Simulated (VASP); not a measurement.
# Si16C17 (a cell with a defect) (Moissanite 3C) in VASP: further runs, part 2 of 2

VASP 6.6.1.

## Step 3: Single point, PBE

INCAR reads:

```
SYSTEM = Si16C17
ALGO = Normal
EDIFF = 1E-7
ENCUT = 520
GGA = PE
ISIF = 2
ISMEAR = 0
LASPH = .TRUE.
LCHARG = .FALSE.
LREAL = Auto
LWAVE = .FALSE.
NBANDS = 88
NELM = 80
PREC = Accurate
SIGMA = 0.02
```

KPOINTS reads:

```
Automatic mesh
0
Gamma
  2 2 2
  0.5 0.5 0.5
```

POSCAR reads:

```
Si16C17
1.0
    4.3797351800      4.3797351800     -4.3797351800
   -4.3797351800     -4.3797351800     -4.3797351800
   -4.3797351800      4.3797351800      4.3797351800
Si C
16 17
Direct
    0.2503437757      0.4913404899      0.2339770600
    0.4991304941      0.2438609491      0.2446906719
    0.7396194976      0.0002413901      0.2439652935
    0.7416493847      0.4840993233      0.7350645711
   -0.0036667972      0.4963169779      0.4848164748
    0.2569238354      0.2676904921      0.5053357224
    0.4812328036     -0.0173081685      0.4831076605
    0.7442785585      0.7447038487      0.5011333535
    1.0080755293      0.8314306587      0.2933198550
    0.5039926498      0.4919964594     -0.0082978645
    0.7410113904      0.2282853077     -0.0195619293
   -0.0040567585      0.2402001862      0.7410266985
    0.2509216971      1.0010015252      0.7571184945
    0.4975331666      0.7452085929      0.7436142213
   -0.0007281241     -0.0063538964      0.0049648146
    0.2488685130      0.7344447695     -0.0067034480
    0.2532841882      0.4828835947     -0.0179855431
    0.5044449366      0.2458324450     -0.0009087301
    0.7444592056     -0.0126191650     -0.0066522715
    0.7480345901      0.4945649800      0.4914539209
   -0.0082316616      0.4626600189      0.2164834032
    0.2539100062      0.2439020212      0.2478406999
    0.4901879147     -0.0082555238      0.2401950455
    0.7390654978      0.7524072660      0.2514923370
   -0.0065369068      0.7186573362     -0.0101049218
    0.5067182224      0.5052879242      0.7494834518
    0.7408510951      0.2339225871      0.7332001148
   -0.0047306739      0.2471879593      0.4908378635
    0.2667980511      0.0382286679      0.5299875222
    0.4933183677      0.7406918165      0.4932045631
   -0.0036556152     -0.0096923101      0.7512338875
    0.2468551996      0.7446887801      0.7400059283
    0.0810413781      0.6541551167      0.1794214892
```

Potentials or basis: VASP PAW PBE potentials, release 64 (Si, C).

The run is started by

```bash
> cat potpaw_PBE.64/Si/POTCAR potpaw_PBE.64/C/POTCAR > POTCAR
> mpirun -np 1 vasp_std > vasp.out
```

OUTCAR:

```text
SYSTEM = Si16C17
   EDIFF = 1E-7
   ENCUT = 520
   GGA = PE
   ISIF = 2
   ISMEAR = 0
   LASPH = .TRUE.
   LREAL = Auto
   NELM = 80
   PREC = Accurate

 ion  position               nearest neighbor table
   1  0.250  0.491  0.234-  21 1.85  17 1.90  30 1.90  22 1.92  33 2.10  16 3.00   7 3.05  12 3.05
                             8 3.06   6 3.07  10 3.07   2 3.07  15 3.09   5 3.13
   2  0.499  0.244  0.245-  22 1.87  23 1.88  18 1.88  20 1.89   3 3.00  13 3.02   4 3.04   1 3.07
                             5 3.08   7 3.10  15 3.10   8 3.10  10 3.10   6 3.12  11 3.14
   3  0.740  0.000  0.244-  23 1.86  19 1.88  28 1.90  24 1.90   9 2.73   2 3.00  16 3.04  11 3.05
                             5 3.07  12 3.08   7 3.08  15 3.09  14 3.10
   4  0.742  0.484  0.735-  26 1.88  25 1.88  27 1.89  20 1.89   6 3.01   2 3.04  10 3.06   8 3.06
                            12 3.09  11 3.10   7 3.11   5 3.13  14 3.13  16 3.14
   5  0.996  0.496  0.485-  20 1.90  28 1.90  32 1.91  21 1.95   6 3.03   3 3.07   2 3.08   8 3.10
                            14 3.11  11 3.13   1 3.13   4 3.13  13 3.13
   6  0.257  0.268  0.505-  29 1.83  26 1.85  22 1.89  28 1.90   9 2.71  14 2.96   4 3.01  10 3.02
                             5 3.03   1 3.07  12 3.08  15 3.10   2 3.12
   7  0.481  0.983  0.483-  23 1.89  30 1.89  29 1.92  27 1.93   9 3.00  16 3.04   1 3.05  11 3.08
                             3 3.08  14 3.09   2 3.10   8 3.11   4 3.11  13 3.13
[... 591 lines left out ...]

------------------------ aborting loop because EDIFF is reached ----------------------------------------

  FORCE on cell =-STRESS in cart. coord.  units (eV):
  Direction    XX          YY          ZZ          XY          YZ          ZX
  --------------------------------------------------------------------------------------
  -------------------------------------------------------------------------------------
  Total       21.8302726      3.7686956      5.1731686      4.2292338     -5.3154855      6.1393456
  in kB      104.0797390     17.9679319     24.6640087     20.1636306    -25.3425301     29.2704312
  external PRESSURE =      48.9038932 kB  Pullay stress =       0.0000000 kB

 VOLUME and BASIS-vectors are now :
 -----------------------------------------------------------------------------
  energy-cutoff  :      520.00
  volume of cell :      336.05
      direct lattice vectors                 reciprocal lattice vectors
     4.379735180  4.379735180 -4.379735180     0.000000000  0.114162154 -0.114162154
    -4.379735180 -4.379735180 -4.379735180    -0.114162154  0.000000000 -0.114162154
    -4.379735180  4.379735180  4.379735180    -0.114162154  0.114162154  0.000000000

 POSITION                                       TOTAL-FORCE (eV/Angst)
 -----------------------------------------------------------------------------------
     -2.08026     -0.03074     -2.22362         0.004326      0.000052      0.003135
      0.04633      2.18969     -2.18243        -0.000266      0.002271     -0.000854
      2.16978      4.30678     -2.17189         0.002976      0.000736     -0.002851
     -2.09139      4.34739     -2.14907        -0.001794     -0.001065     -0.000841
      0.06657      4.31331     -4.41404         0.001581     -0.000804     -0.002388
     -2.26039      2.16608     -0.08444         0.005313      0.000992      0.003328
[... 25 lines left out ...]
     -5.42141      1.06065     -1.10167        -0.002454     -0.008052     -0.004880
     -3.29591     -1.72427     -2.43415        -0.007905     -0.006518     -0.014005
 -----------------------------------------------------------------------------------
    total drift:                               -0.027339      0.002390      0.026961

  FREE ENERGIE OF THE ION-ELECTRON SYSTEM (eV)
  ---------------------------------------------------
  free  energy   TOTEN  =      -243.1414370795 eV

  energy  without entropy=     -243.1414370795  energy(sigma->0) =     -243.14143708
```

It used 600 s of CPU time on 1 thread of AMD EPYC 7R13 Processor (Zen 3), with other jobs on the host.

What came out:

```
Free energy            : -243.1414 eV
Pressure               : 4.9 GPa
Largest force          : 0.023 eV/Å
Band gap on the k mesh : 1.00 eV
```

Forces in eV/Å, atoms in the order of the input:
```
Si   0.004  0.000  0.003
Si   0.000  0.002 -0.001
Si   0.003  0.001 -0.003
Si  -0.002 -0.001 -0.001
Si   0.002 -0.001 -0.002
Si   0.005  0.001  0.003
Si   0.001  0.000 -0.003
Si   0.001  0.002  0.000
Si   0.010 -0.001 -0.001
Si  -0.001 -0.002 -0.001
Si  -0.004  0.006 -0.003
Si   0.000  0.002 -0.002
Si   0.005 -0.003 -0.002
Si  -0.003  0.003 -0.001
Si   0.001  0.003  0.007
Si  -0.004  0.002  0.010
C   -0.007 -0.003  0.006
C   -0.001  0.001 -0.004
C    0.000 -0.007  0.000
C   -0.002 -0.002 -0.001
C    0.006  0.012  0.019
C   -0.008  0.013 -0.004
C   -0.001 -0.002 -0.001
C   -0.003 -0.005  0.005
C   -0.001 -0.010 -0.016
C    0.000  0.000  0.003
C   -0.002 -0.001  0.001
C    0.004  0.004  0.001
C   -0.002  0.004  0.004
C    0.002  0.000  0.001
C    0.007  0.000  0.002
C   -0.002 -0.008 -0.005
C   -0.008 -0.007 -0.014
```
